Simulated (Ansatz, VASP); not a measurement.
One calculation of ScSn3Se, two programs

Contents of INCAR:

```
  ALGO = Normal
  EDIFF = 1E-7
  EDIFFG = -0.04
  ENCUT = 600
  GGA = PE
  IBRION = 2
  ISIF = 3
  ISMEAR = 0
  LASPH = True
  LCHARG = False
  LREAL = False
  LWAVE = False
  NELM = 80
  NSW = 90
  PREC = Accurate
  SIGMA = 0.1
```

KPOINTS

```
k-points
0
Gamma
  4 4 4
```

POSCAR

```
ScSn3Se
1.0
    5.4014580400      0.0000000000      0.0000000000
    0.0000000000      5.4014580400      0.0000000000
    0.0000000000      0.0000000000      5.4014580400
Sc Sn Se
1 3 1
Direct
    0.5000000000      0.5000000000      0.5000000000
    0.0000000000      0.5000000000      0.5000000000
    0.5000000000      0.0000000000      0.5000000000
    0.5000000000      0.5000000000      0.0000000000
    0.0000000000      0.0000000000      0.0000000000
```

Input for Ansatz:

```yaml
crystal:
  lattice:
    - [5.40145804, 0.0, 0.0]
    - [0.0, 5.40145804, 0.0]
    - [0.0, 0.0, 5.40145804]
  atoms:
    - { symbol: Sc, position: [0.5, 0.5, 0.5] }
    - { symbol: Sn, position: [0.0, 0.5, 0.5] }
    - { symbol: Sn, position: [0.5, 0.0, 0.5] }
    - { symbol: Sn, position: [0.5, 0.5, 0.0] }
    - { symbol: Se, position: [0.0, 0.0, 0.0] }
basis:
  ecutwfc: 420
kpoints:
  mp_grid: { grid: [4, 4, 4] }
hamiltonian:
  xc: pbe
scf:
  occupations: { method: gaussian, width: 0.1 }
  lower_state_search: "off"
output:
  forces: true
  stress: true
  eigenvalues: true
relax:
  adjacent_minimum: "off"
  f_tol: 0.04
  max_steps: 70
  cell: { stress_tol: 0.4 }
```

Alike in both runs: task relaxation of cell and atoms; functional PBE; k mesh 4 × 4 × 4; occupations gaussian, width 0.1 eV; no spin polarisation.

```csv
,VASP,Ansatz
version,VASP 6.6.1,Ansatz 0.2.0
potentials or method,"VASP PAW PBE potentials, release 64 (Sc_sv, Sn_d, Se), cutoff 600 eV","scalar-relativistic, plane waves, PAW"
valence electrons in the cell,59,69
```

```csv
,VASP,Ansatz,Ansatz less VASP
"gap on the k mesh at the Fermi level, each at its own relaxed structure (eV)",none,none,-
relaxed volume (Å³/atom),34.36,34.13,-0.233
relaxed length of the cell vector where the two differ most in proportion (Å),5.559,5.547,-0.0126
```

A gap of «none» marks a metal or a gap that the smearing closes. VASP's potentials hold 59 valence electrons a cell and Ansatz's 69, so a difference there can come from the potentials and not from the codes.
